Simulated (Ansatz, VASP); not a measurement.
**Two plane-wave programs on GaN**

The input POSCAR:

```
GaN
1.0
    0.0000000000      2.3098381227      2.3098381227
    2.3098381227      0.0000000000      2.3098381227
    2.3098381227      2.3098381227      0.0000000000
Ga N
1 1
Direct
    0.0000000000      0.0000000000      0.0000000000
    0.7500000000      0.7500000000      0.7500000000
```

File INCAR.step1:

```
SYSTEM = GaN
  ALGO = Normal
  EDIFF = 1E-4
  ENCUT = 520
  GGA = PE
  ISMEAR = 0
  LASPH = .TRUE.
  LCHARG = .FALSE.
  LREAL = .FALSE.
  LWAVE = .TRUE.
  NBANDS = 16
  NELM = 80
  PREC = Accurate
  SIGMA = 0.05
```

INCAR.step2

```
SYSTEM = GaN
  ALGO = Normal
  EDIFF = 1E-7
  ENCUT = 520
  ISIF = 2
  ISMEAR = 0
  ISTART = 1
  LASPH = .TRUE.
  LCHARG = .FALSE.
  LMIXTAU = .TRUE.
  LREAL = .FALSE.
  LWAVE = .FALSE.
  METAGGA = R2SCAN
  NBANDS = 16
  NELM = 80
  PREC = Accurate
  SIGMA = 0.05
```

Contents of KPOINTS:

```
k-points
0
G
  10 10 10
  0 0 0
```

Input for Ansatz:

```yaml
crystal:
  lattice:
    - [0.0, 2.3098381227, 2.3098381227]
    - [2.3098381227, 0.0, 2.3098381227]
    - [2.3098381227, 2.3098381227, 0.0]
  atoms:
    - { symbol: Ga, position: [0.0, 0.0, 0.0] }
    - { symbol: "N", position: [0.75, 0.75, 0.75] }
basis:
  ecutwfc: 500
kpoints:
  mp_grid: { grid: [10, 10, 10] }
hamiltonian:
  xc: r2scan
scf:
  occupations: { method: gaussian, width: 0.05 }
output:
  forces: true
  stress: true
  eigenvalues: true
```

Change from the starting cell: strain +0.025 along x and y, +0.025 along z, atoms carried along.

Alike in both runs: task single point; functional r2SCAN; k mesh 10 × 10 × 10; occupations gaussian, width 0.05 eV; no spin polarisation.

|  | VASP | Ansatz |
| --- | --- | --- |
| version | VASP 6.6.1 | Ansatz 0.2.0 |
| potentials or method | VASP PAW PBE potentials, release 64 (Ga_d, N), cutoff 520 eV | scalar-relativistic, plane waves, PAW |
| valence electrons in the cell | 18 | 18 |

Ansatz gave:

```
gap on the k mesh at the Fermi level (eV) : 1.63
least direct gap on the mesh (eV)         : 1.63
pressure (GPa)                            : -13.2
```

Task: What did VASP give for the same quantities?

Result: gap on the k mesh at the Fermi level (eV): 1.63; least direct gap on the mesh (eV): 1.63; pressure (GPa): -12.3.

VASP's potentials were made for PBE, not for r2SCAN.
